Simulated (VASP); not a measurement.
# AlCo (m.b) (Pm-3m) in VASP: density of states with PBE

Aim: the density of states of AlCo (m.b) with PBE.

Everything below comes from runs of VASP 6.6.1. Logs are shortened: lines on timing, memory, paths and dates and some standing lists are left out, and cuts for length are marked.

### Step 1. The cell of the first run

The structure is cubic, space group Pm-3m (No. 221). The conventional cell has a = 2.852 Å, b = 2.852 Å, c = 2.852 Å, α = 90.00°, β = 90.00°, γ = 90.00°. Co (site symmetry m-3m) has 8 Al at 2.47 Å and 6 Co at 2.85 Å within 3.3 Å. Within 3.3 Å of Al (site symmetry m-3m) lie 8 Co at 2.47 Å and 6 Al at 2.85 Å.

### Step 2. Density of states, PBE

Input file POSCAR:

```
AlCo
1.0
    2.8517130910      0.0000000000      0.0000000000
    0.0000000000      2.8517130910      0.0000000000
    0.0000000000      0.0000000000      2.8517130910
Co Al
1 1
Direct
    0.0000000000      0.0000000000      0.0000000000
    0.5000000000      0.5000000000      0.5000000000
```

Input file INCAR.step1:

```
SYSTEM = AlCo
PREC = Accurate
ENCUT = 520
EDIFF = 1E-6
ISMEAR = 0
SIGMA = 0.1
LREAL = .False.
LASPH = .True.
NELM = 120
ALGO = Normal
ISIF = 2
LWAVE = .False.
LCHARG = .True.
LMAXMIX = 4
GGA = PE
NBANDS = 13
GGA_COMPAT = .False.
NEDOS = 2001
LORBIT = 11
```

Input file KPOINTS.step1:

```
regular mesh
0
Gamma
  14 14 14
  0 0 0
```

Input file INCAR.step2:

```
SYSTEM = AlCo
PREC = Accurate
ENCUT = 520
EDIFF = 1E-6
ISMEAR = -5
SIGMA = 0.1
LREAL = .False.
LASPH = .True.
NELM = 120
ALGO = Normal
ISIF = 2
LWAVE = .False.
LCHARG = .False.
LMAXMIX = 4
GGA = PE
LORBIT = 11
NEDOS = 1001
ICHARG = 11
GGA_COMPAT = .False.
```

Input file KPOINTS.step2:

```
regular mesh
0
Gamma
  21 21 21
  0 0 0
```

Potentials or basis: VASP PAW PBE potentials, release 64 (Co, Al).

Run with:

```sh
cat potpaw_PBE.64/Co/POTCAR potpaw_PBE.64/Al/POTCAR > POTCAR
cp INCAR.step1 INCAR
cp KPOINTS.step1 KPOINTS
mpirun -np 1 vasp_std > vasp.out
cp INCAR.step2 INCAR
cp KPOINTS.step2 KPOINTS
mpirun -np 1 vasp_std > vasp.out
```

OUTCAR:

```text
SYSTEM = AlCo
   PREC = Accurate
   ENCUT = 520
   EDIFF = 1E-6
   ISMEAR = -5
   LREAL = .False.
   LASPH = .True.
   NELM = 120
   ISIF = 2
   GGA = PE
   LORBIT = 11
   ICHARG = 11

 ion  position               nearest neighbor table
   1  0.000  0.000  0.000-   2 2.47   2 2.47   2 2.47   2 2.47   2 2.47   2 2.47   2 2.47   2 2.47

   2  0.500  0.500  0.500-   1 2.47   1 2.47   1 2.47   1 2.47   1 2.47   1 2.47   1 2.47   1 2.47

  LATTYP: Found a simple cubic cell.
 ALAT       =     2.8517130910

  Lattice vectors:

 A1 = (   2.8517130910,   0.0000000000,   0.0000000000)
 A2 = (   0.0000000000,   2.8517130910,   0.0000000000)
 A3 = (   0.0000000000,   0.0000000000,   2.8517130910)

Analysis of symmetry for initial positions (statically):
=====================================================================
 Subroutine PRICEL returns:
 Original cell was already a primitive cell.

 Routine SETGRP: Setting up the symmetry group for a
 simple cubic supercell.

 Subroutine GETGRP returns: Found 48 space group operations
 (whereof 48 operations were pure point group operations)
 out of a pool of 48 trial point group operations.

The static configuration has the point symmetry O_h .

Analysis of symmetry for dynamics (positions and initial velocities):
=====================================================================
 Subroutine PRICEL returns:
 Original cell was already a primitive cell.

 Routine SETGRP: Setting up the symmetry group for a
 simple cubic supercell.

 Subroutine GETGRP returns: Found 48 space group operations
 (whereof 48 operations were pure point group operations)
 out of a pool of 48 trial point group operations.

The dynamic configuration has the point symmetry O_h .

 Subroutine INISYM returns: Found 48 space group operations
 (whereof 48 operations are pure point group operations),
 and found     1 'primitive' translations

----------------------------------------------------------------------------------------

                                     Primitive cell

  volume of cell :      23.1909

  direct lattice vectors                    reciprocal lattice vectors
     2.851713091  0.000000000  0.000000000     0.350666413  0.000000000  0.000000000
     0.000000000  2.851713091  0.000000000     0.000000000  0.350666413  0.000000000
     0.000000000  0.000000000  2.851713091     0.000000000  0.000000000  0.350666413

  length of vectors
     2.851713091  2.851713091  2.851713091     0.350666413  0.350666413  0.350666413

  position of ions in fractional coordinates (direct lattice)
     0.000000000  0.000000000  0.000000000
     0.500000000  0.500000000  0.500000000
[... 96 lines left out ...]
   IALGO  =     38    algorithm
   IMIX   =      4    mixing-type and parameters
     AMIX     =   0.40;   BMIX     =  1.00
     AMIX_MAG =   1.60;   BMIX_MAG =  1.00
  volume/ion in A,a.u.               =      11.60        78.25
  Fermi-wavevector in a.u.,A,eV,Ry     =   1.314305  2.483676 23.502663  1.727397
  Thomas-Fermi vector in A             =   2.444567
   LORBIT       =     11    0 simple, 1 ext, 2 COOP (PROOUT), +10 PAW based schemes
   GGA     = PE    functional components
   LHFCALC =     F    Hartree Fock is set to
   AEXX    =    0.0000 exact exchange contribution
   IVDW    =     0    specifies the selected vdW correction
   LEPSILON=     F    determine dielectric tensor
   LRPA    =     F    only Hartree local field effects (RPA)
 non-spin polarized calculation
 Fermi weights with tetrahedron method with Bloechl corrections
  energy-cutoff  :      520.00
  volume of cell :       23.19
 maximum number of plane-waves:       647
 NGX is ok and might be reduce to    24

 number of electron      11.9999996 magnetization

 Free energy of the ion-electron system (eV)
  ---------------------------------------------------
  ext. energy  EPLUGINS =         0.00000000
  ---------------------------------------------------
  free energy    TOTEN  =       -11.98876551 eV

  energy without entropy =      -11.98876551  energy(sigma->0) =      -11.98876551

 E-fermi :  10.5717     XC(G=0): -12.2564

 val. band max:       10.6124277989   @ k =   0.4762   0.3333   0.3333
 cond. band min:      10.5556361379   @ k =   0.4286   0.4286   0.3333
 fundamental gap:     -0.0567916610
 Fermi energy:        10.5716646004

 k-point     1 :       0.0000    0.0000    0.0000
  band No.  band energies     occupation
      1      -0.5118      2.00000
      2       7.5995      2.00000
      3       7.5995      2.00000
      4       9.7096      2.00000
      5       9.7096      2.00000
      6       9.7096      2.00000
      7      16.5065      0.00000
      8      16.5065      0.00000
      9      16.5065      0.00000
     10      19.2770      0.00000
[... 287 lines left out ...]
 k-point    24 :       0.1905    0.0952    0.0000
  band No.  band energies     occupation
      1       0.3366      2.00000
      2       7.4860      2.00000
      3       7.7719      2.00000
      4       9.2784      2.00000
      5       9.4053      2.00000
      6       9.6639      2.00000
      7      13.2180      0.00000
      8      15.9132      0.00000
      9      17.6404      0.00000
     10      20.0752      0.00000

 [... further k-points ...]

------------------------ aborting loop because EDIFF is reached ----------------------------------------

  FORCE on cell =-STRESS in cart. coord.  units (eV):
  Direction    XX          YY          ZZ          XY          YZ          ZX
  --------------------------------------------------------------------------------------
  -------------------------------------------------------------------------------------
  Total       -0.1856067     -0.1856067     -0.1856067      0.0000000      0.0000000     -0.0000000
  in kB      -12.8229159    -12.8229159    -12.8229159      0.0000000      0.0000000     -0.0000000
  external PRESSURE =     -12.8229159 kB  Pullay stress =       0.0000000 kB

 VOLUME and BASIS-vectors are now :
 -----------------------------------------------------------------------------
  energy-cutoff  :      520.00
  volume of cell :       23.19
      direct lattice vectors                 reciprocal lattice vectors
     2.851713091  0.000000000  0.000000000     0.350666413  0.000000000  0.000000000
     0.000000000  2.851713091  0.000000000     0.000000000  0.350666413  0.000000000
     0.000000000  0.000000000  2.851713091     0.000000000  0.000000000  0.350666413

 POSITION                                       TOTAL-FORCE (eV/Angst)
 -----------------------------------------------------------------------------------
      0.00000      0.00000      0.00000         0.000000      0.000000      0.000000
      1.42586      1.42586      1.42586         0.000000      0.000000      0.000000
 -----------------------------------------------------------------------------------
    total drift:                               -0.000000      0.000000      0.000000

  FREE ENERGIE OF THE ION-ELECTRON SYSTEM (eV)
  ---------------------------------------------------
  free  energy   TOTEN  =       -11.9887655125 eV

  energy  without entropy=      -11.9887655125  energy(sigma->0) =      -11.98876551

 total charge

# of ion       s       p       d       tot
------------------------------------------
    1        0.433   0.507   7.504   8.444
    2        0.394   0.427   0.000   0.822
--------------------------------------------------
tot          0.827   0.934   7.504   9.266
```

Wall time 81 s (1 thread of Intel Xeon 8259CL, shared host); peak memory 0.2 GiB.

What came out:

```
Valence electrons inside the program's atomic spheres : Co 8.44; Al 0.82
```

Caveat: tetrahedron occupations give inexact forces and stress in metals. Spin polarisation is off, so any magnetic state and its effect on volume and gap are missing.
